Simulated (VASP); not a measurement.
Write the native input for VASP 6.6.1 that does the following.

* Task: single point
* Functional: PBEsol
* Potentials or basis: VASP PAW PBE potentials, release 64 (Mg, O)
* Cutoff: 600 eV
* k mesh: 8 × 8 × 8
* Occupations: fermi-dirac, width 0.02 eV
* Spin: no spin polarisation
* Dipole correction: no
* Further INCAR settings: ALGO = Normal; EDIFF = 1e-06; NBANDS = 11

The structure of MgO lies in POSCAR:

```
MgO
1.0
    0.0000000000      2.1485000000      2.1485000000
    2.1485000000      0.0000000000      2.1485000000
    2.1485000000      2.1485000000      0.0000000000
Mg O
1 1
Direct
    0.0000000000      0.0000000000      0.0000000000
    0.5000000000      0.5000000000      0.5000000000
```

The input as run:

INCAR

```
SYSTEM = MgO
PREC = Accurate ; ENCUT = 600
EDIFF = 1E-6 ; ISMEAR = -1
SIGMA = 0.02 ; LREAL = .False.
LASPH = .True. ; NELM = 120
ALGO = Normal ; ISIF = 2
LWAVE = .False. ; LCHARG = .False.
GGA = PS ; NBANDS = 11
GGA_COMPAT = .False.
```

KPOINTS

```
regular mesh
0
Gamma
  8 8 8
  0 0 0
```

Potentials or basis: VASP PAW PBE potentials, release 64 (Mg, O).

Launch:

```bash
$ cat potpaw_PBE.64/Mg/POTCAR potpaw_PBE.64/O/POTCAR > POTCAR
$ mpirun -np 1 vasp_std > vasp.out
```

It gave:

```json
{
 "Pressure": "-8.9 GPa",
 "Band gap on the k mesh": "4.08 eV, direct"
}
```

Caveat: the PAW data sets were made with another functional, which shifts forces and pressure a little.

It took 4.1 s on 1 thread of Intel(R) Xeon(R) Platinum 8559C (Emerald Rapids) (shared host), peak memory 0.13 GiB.
